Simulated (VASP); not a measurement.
# ScGaTeSe2 (P-6m2) in VASP: further runs

The runs below take ScGaTeSe2 through single point, relaxation of cell and atoms, with PBE.

All numbers are computed with VASP 6.6.1; they aren't measurements. Logs are shortened: lines on timing, memory, paths and dates and some standing lists are left out, and cuts for length are marked.

## Step 1: The cell of the first run

Symmetry: P-6m2, No. 187, hexagonal system. The conventional cell has a = 5.043 Å, b = 5.043 Å, c = 5.727 Å, α = 90.00°, β = 90.00°, γ = 120.00°. Sc (site symmetry -6m2) has 2 Te at 2.86 Å and 3 Ga at 2.91 Å and 6 Se at 3.21 Å within 3.8 Å. Ga (site symmetry -6m2) has 3 Sc at 2.91 Å and 6 Se at 3.21 Å within 3.8 Å. Within 3.8 Å of Te (site symmetry -6m2) lie 2 Sc at 2.86 Å and 6 Se at 3.28 Å. Within 3.6 Å of Se (site symmetry 3m) lie 2 Se at 2.70 to 3.02 Å and 3 Sc at 3.21 Å and 3 Ga at 3.21 Å and 3 Te at 3.28 Å.

The cell was generated, and may not be a known phase.

## Step 2: Single point, PBE

INCAR

```
SYSTEM = ScGaTeSe2
ALGO = Normal
EDIFF = 1E-7
ENCUT = 520
GGA = PE
ISIF = 2
ISMEAR = 0
LASPH = .True.
LCHARG = .False.
LREAL = .False.
LWAVE = .False.
NBANDS = 29
NELM = 80
PREC = Accurate
SIGMA = 0.1
```

KPOINTS

```
k-points
0
Gamma
  12 12 8
  0 0 0
```

POSCAR

```
ScGaTeSe2
1.0
    5.0426795084      0.0000000000      0.0000000000
   -2.5213397542      4.3670885574      0.0000000000
    0.0000000000      0.0000000000      5.7269567894
Sc Ga Te Se
1 1 1 2
Direct
    0.3333333333      0.6666666667      0.0000000000
    0.0000000000      0.0000000000      0.0000000000
    0.3333333333      0.6666666667      0.5000000000
    0.6666666667      0.3333333333      0.2359193150
    0.6666666667      0.3333333333      0.7640806850
```

Potentials or basis: VASP PAW PBE potentials, release 64 (Sc_sv, Ga_d, Te, Se).

On the command line:

```
cat potpaw_PBE.64/Sc_sv/POTCAR potpaw_PBE.64/Ga_d/POTCAR potpaw_PBE.64/Te/POTCAR potpaw_PBE.64/Se/POTCAR > POTCAR
mpirun -np 1 vasp_std > vasp.out
```

OUTCAR:

```text
SYSTEM = ScGaTeSe2
   EDIFF = 1E-7
   ENCUT = 520
   GGA = PE
   ISIF = 2
   ISMEAR = 0
   LASPH = .True.
   LREAL = .False.
   NELM = 80
   PREC = Accurate

 ion  position               nearest neighbor table
   1  0.333  0.667  0.000-   3 2.86   3 2.86   2 2.91   2 2.91   2 2.91
   2  0.000  0.000  0.000-   1 2.91   1 2.91   1 2.91
   3  0.333  0.667  0.500-   1 2.86   1 2.86
   4  0.667  0.333  0.236-   5 2.70
   5  0.667  0.333  0.764-   4 2.70

  LATTYP: Found a hexagonal cell.
 ALAT       =     5.0426795084
 C/A-ratio  =     1.1356971586

  Lattice vectors:

 A1 = (   5.0426795084,   0.0000000000,   0.0000000000)
 A2 = (  -2.5213397542,   4.3670885574,   0.0000000000)
 A3 = (   0.0000000000,   0.0000000000,   5.7269567894)

Analysis of symmetry for initial positions (statically):
=====================================================================
 Subroutine PRICEL returns:
 Original cell was already a primitive cell.

 Routine SETGRP: Setting up the symmetry group for a
 hexagonal supercell.

 Subroutine GETGRP returns: Found 12 space group operations
 (whereof 12 operations were pure point group operations)
 out of a pool of 24 trial point group operations.

The static configuration has the point symmetry D_3h.

Analysis of symmetry for dynamics (positions and initial velocities):
=====================================================================
 Subroutine PRICEL returns:
 Original cell was already a primitive cell.

 Routine SETGRP: Setting up the symmetry group for a
 hexagonal supercell.

 Subroutine GETGRP returns: Found 12 space group operations
 (whereof 12 operations were pure point group operations)
 out of a pool of 24 trial point group operations.

The dynamic configuration has the point symmetry D_3h.

 Subroutine INISYM returns: Found 12 space group operations
 (whereof 12 operations are pure point group operations),
 and found     1 'primitive' translations

----------------------------------------------------------------------------------------

                                     Primitive cell

  volume of cell :     126.1181

  direct lattice vectors                    reciprocal lattice vectors
     5.042679508  0.000000000  0.000000000     0.198307269  0.114492755  0.000000000
    -2.521339754  4.367088557  0.000000000     0.000000000  0.228985510  0.000000000
     0.000000000  0.000000000  5.726956789     0.000000000  0.000000000  0.174612807

  length of vectors
     5.042679508  5.042679508  5.726956789     0.228985510  0.228985510  0.174612807

  position of ions in fractional coordinates (direct lattice)
     0.333333333  0.666666667  0.000000000
     0.000000000  0.000000000  0.000000000
     0.333333333  0.666666667  0.500000000
     0.666666667  0.333333333  0.235919315
     0.666666667  0.333333333  0.764080685

  ion indices of the primitive-cell ions
   primitive index   ion index
                 1           1
                 2           2
                 3           3
                 4           4
                 5           5

----------------------------------------------------------------------------------------

 KPOINTS: k-points

Automatic generation of k-mesh.
 Grid dimensions read from file:
 generate k-points for:   12   12    8

 Generating k-lattice:

  Cartesian coordinates                     Fractional coordinates (reciprocal lattice)
     0.016525606  0.009541063  0.000000000     0.083333333  0.000000000  0.000000000
     0.000000000  0.019082126  0.000000000     0.000000000  0.083333333  0.000000000
     0.000000000  0.000000000  0.021826601     0.000000000  0.000000000  0.125000000

  Length of vectors
     0.019082126  0.019082126  0.021826601

  Shift w.r.t. Gamma in fractional coordinates (k-lattice)
     0.000000000  0.000000000  0.000000000

 Subroutine IBZKPT returns following result:
 ===========================================

 Found     95 irreducible k-points:

 Following reciprocal coordinates:
            Coordinates               Weight
  0.000000  0.000000  0.000000      1.000000
  0.083333  0.000000  0.000000      6.000000
  0.166667  0.000000  0.000000      6.000000
  0.250000  0.000000  0.000000      6.000000
  0.333333  0.000000  0.000000      6.000000
  0.416667  0.000000  0.000000      6.000000
[... 16 lines left out ...]
  0.250000  0.000000  0.125000     12.000000
  0.333333  0.000000  0.125000     12.000000
 [... further k-points ...]
   k-points           NKPTS =     95   k-points in BZ     NKDIM =     95   number of bands    NBANDS=     29
   number of dos      NEDOS =    301   number of ions     NIONS =      5
   total plane-waves  NPLWV =  76800
   dimension x,y,z NGX =    40 NGY =   40 NGZ =   48
   dimension x,y,z NGXF=    80 NGYF=   80 NGZF=   96
   ions per type =               1   1   1   2
   NGX,Y,Z   is equivalent  to a cutoff of  13.19, 13.19, 13.93 a.u.
   NGXF,Y,Z  is equivalent  to a cutoff of  26.37, 26.37, 27.87 a.u.
 SYSTEM =  ScGaTeSe2
   PREC   = accura    normal or accurate (medium, high low for compatibility)
   ISTART =      0    job   : 0-new  1-cont  2-samecut
   ICHARG =      2    charge: 1-file 2-atom 10-const
   ISPIN  =      1    spin polarized calculation?
   LNONCOLLINEAR =      F non collinear calculations
   LSORBIT =      F    spin-orbit coupling
   LASPH  =      T    aspherical Exc in radial PAW
   ENCUT  =  520.0 eV  38.22 Ry    6.18 a.u.   9.38  9.38 10.65*2*pi/ulx,y,z
   NELM   =     80;   NELMIN=  2; NELMDL= -5     # of ELM steps
   EDIFF  = 0.1E-06   stopping-criterion for ELM
   LREAL  =      F    real-space projection
   EDIFFG = 0.1E-05   stopping-criterion for IOM
   NSW    =      0    number of steps for IOM
   IBRION =     -1    ionic relax: 0-MD 1-quasi-New 2-CG
   NFREE  =      0    steps in history (QN), initial steepest desc. (CG)
   ISIF   =      2    stress and relaxation
   ISYM   =      2    0-nonsym 1-usesym 2-fastsym
   POTIM  = 0.5000    time-step for ionic-motion
   TEBEG  =    0.0;   TEEND  =   0.0 temperature during run
   PSTRESS=    0.0 pullay stress
   NELECT =      42.0000    total number of electrons
   NUPDOWN=      -1.0000    fix difference up-down
   EMIN   =  10.00;   EMAX   =-10.00  energy-range for DOS
   EFERMI =   0.00;   METHOD = LEGACY
   ISMEAR =     0;   SIGMA  =   0.10  broadening in eV -4-tet -1-fermi 0-gaus
   EFERMI_NEDOS =   21; number of points for ismear=-14 and -15
   IALGO  =     38    algorithm
   IMIX   =      4    mixing-type and parameters
     AMIX     =   0.40;   BMIX     =  1.00
     AMIX_MAG =   1.60;   BMIX_MAG =  1.00
  volume/ion in A,a.u.               =      25.22       170.22
  Fermi-wavevector in a.u.,A,eV,Ry     =   1.134746  2.144360 17.519535  1.287650
  Thomas-Fermi vector in A             =   2.271451
   LORBIT       =      0    0 simple, 1 ext, 2 COOP (PROOUT), +10 PAW based schemes
   GGA     = PE    functional components
   LHFCALC =     F    Hartree Fock is set to
   AEXX    =    0.0000 exact exchange contribution
   IVDW    =     0    specifies the selected vdW correction
   LEPSILON=     F    determine dielectric tensor
   LRPA    =     F    only Hartree local field effects (RPA)
 non-spin polarized calculation
 Gauss-broadening in eV      SIGMA  =   0.10
  energy-cutoff  :      520.00
  volume of cell :      126.12
 maximum number of plane-waves:      3429
 NGX is ok and might be reduce to    40
   NGX = 19   NGY = 19   NGZ = 21

 number of electron      41.9999999 magnetization

 Free energy of the ion-electron system (eV)
  ---------------------------------------------------
  ext. energy  EPLUGINS =         0.00000000
  ---------------------------------------------------
  free energy    TOTEN  =       -20.02447166 eV

  energy without entropy =      -20.00733524  energy(sigma->0) =      -20.01590345

 E-fermi :   4.7573     XC(G=0):  -9.6505

 val. band max:        4.7521670558   @ k =   0.1667   0.0833   0.2500
 cond. band min:       4.7632199741   @ k =   0.5000   0.0000   0.5000
 fundamental gap:      0.0110529183
 Fermi energy:         4.7573130345

 k-point     1 :       0.0000    0.0000    0.0000
  band No.  band energies     occupation
      1     -45.4890      2.00000
      2     -24.1550      2.00000
      3     -24.1550      2.00000
      4     -24.0645      2.00000
      5     -10.3902      2.00000
      6     -10.3836      2.00000
[... 21 lines left out ...]
     28       7.8810      0.00000
     29       7.8970      0.00000

 k-point     2 :       0.0833    0.0000    0.0000
  band No.  band energies     occupation
      1     -45.4890      2.00000
      2     -24.1553      2.00000
      3     -24.1550      2.00000
      4     -24.0645      2.00000
      5     -10.3908      2.00000
      6     -10.3835      2.00000
[... 21 lines left out ...]
     28       7.6333      0.00000
     29       7.8886      0.00000

 k-point     3 :       0.1667    0.0000    0.0000
  band No.  band energies     occupation
      1     -45.4889      2.00000
      2     -24.1560      2.00000
      3     -24.1552      2.00000
      4     -24.0644      2.00000
      5     -10.3937      2.00000
      6     -10.3835      2.00000
[... 21 lines left out ...]
     28       7.3231      0.00000
     29       7.8163      0.00000

 k-point     4 :       0.2500    0.0000    0.0000
  band No.  band energies     occupation
      1     -45.4889      2.00000
      2     -24.1570      2.00000
      3     -24.1553      2.00000
      4     -24.0643      2.00000
      5     -10.3986      2.00000
      6     -10.3835      2.00000
[... 21 lines left out ...]
     28       7.3411      0.00000
     29       7.8826      0.00000

 k-point     5 :       0.3333    0.0000    0.0000
  band No.  band energies     occupation
      1     -45.4889      2.00000
      2     -24.1580      2.00000
      3     -24.1555      2.00000
      4     -24.0642      2.00000
      5     -10.4039      2.00000
      6     -10.3835      2.00000
[... 21 lines left out ...]
     28       7.3751      0.00000
     29       8.1531      0.00000
[... 510 lines left out ...]
     28       7.5845      0.00000
     29       7.7822      0.00000

 k-point    22 :       0.1667    0.0000    0.1250
  band No.  band energies     occupation
      1     -45.4890      2.00000
      2     -24.1560      2.00000
      3     -24.1551      2.00000
      4     -24.0644      2.00000
      5     -10.3930      2.00000
      6     -10.3835      2.00000
[... 21 lines left out ...]
     28       7.4390      0.00000
     29       7.8404      0.00000

 k-point    23 :       0.2500    0.0000    0.1250
  band No.  band energies     occupation
      1     -45.4889      2.00000
      2     -24.1570      2.00000
      3     -24.1553      2.00000
      4     -24.0643      2.00000
      5     -10.3979      2.00000
      6     -10.3835      2.00000
[... 21 lines left out ...]
     28       7.3602      0.00000
     29       8.0089      0.00000

 k-point    24 :       0.3333    0.0000    0.1250
  band No.  band energies     occupation
      1     -45.4889      2.00000
      2     -24.1580      2.00000
      3     -24.1555      2.00000
      4     -24.0641      2.00000
      5     -10.4031      2.00000
      6     -10.3835      2.00000
[... 21 lines left out ...]
     28       7.3596      0.00000
     29       8.1419      0.00000

 [... further k-points ...]
[... 5 lines left out ...]
  --------------------------------------------------------------------------------------
  -------------------------------------------------------------------------------------
  Total        0.0287922      0.0287922      0.0814100      0.0000000      0.0000000      0.0000000
  in kB        0.3657700      0.3657700      1.0342150      0.0000000      0.0000000      0.0000000
  external PRESSURE =       0.5885850 kB  Pullay stress =       0.0000000 kB

 VOLUME and BASIS-vectors are now :
 -----------------------------------------------------------------------------
  energy-cutoff  :      520.00
  volume of cell :      126.12
      direct lattice vectors                 reciprocal lattice vectors
     5.042679508  0.000000000  0.000000000     0.198307269  0.114492755  0.000000000
    -2.521339754  4.367088557  0.000000000     0.000000000  0.228985510  0.000000000
     0.000000000  0.000000000  5.726956789     0.000000000  0.000000000  0.174612807

 POSITION                                       TOTAL-FORCE (eV/Angst)
 -----------------------------------------------------------------------------------
     -0.00000      2.91139      0.00000         0.000000     -0.000000      0.000000
      0.00000      0.00000      0.00000         0.000000     -0.000000      0.000000
     -0.00000      2.91139      2.86348        -0.000000     -0.000000      0.000000
      2.52134      1.45570      1.35110        -0.000000      0.000000      0.002405
      2.52134      1.45570      4.37586        -0.000000      0.000000     -0.002405
 -----------------------------------------------------------------------------------
    total drift:                                0.000000     -0.000000     -0.000000

  FREE ENERGIE OF THE ION-ELECTRON SYSTEM (eV)
  ---------------------------------------------------
  free  energy   TOTEN  =       -20.0244716578 eV

  energy  without entropy=      -20.0073352362  energy(sigma->0) =      -20.01590345
```

Wall time 4.8 min (1 thread of Intel Xeon 6975P-C (Granite Rapids), shared host); peak memory 0.55 GiB.

What came out:

```
Free energy            : -20.0245 eV
Pressure               : 0.1 GPa
Band gap on the k mesh : zero (bands 21 and 22 overlap by 0.98 eV)
```

Forces on the atoms (eV/Å):
```
Sc   0.000  0.000  0.000
Ga   0.000  0.000  0.000
Te   0.000  0.000  0.000
Se   0.000  0.000  0.002
Se   0.000  0.000 -0.002
```

Caveat: spin-orbit coupling is left out, which moves the levels of the heavy elements.

(Continued in part 2 of 2.)

The gap in the log of VASP goes by the Fermi energy; the results here count the filled bands.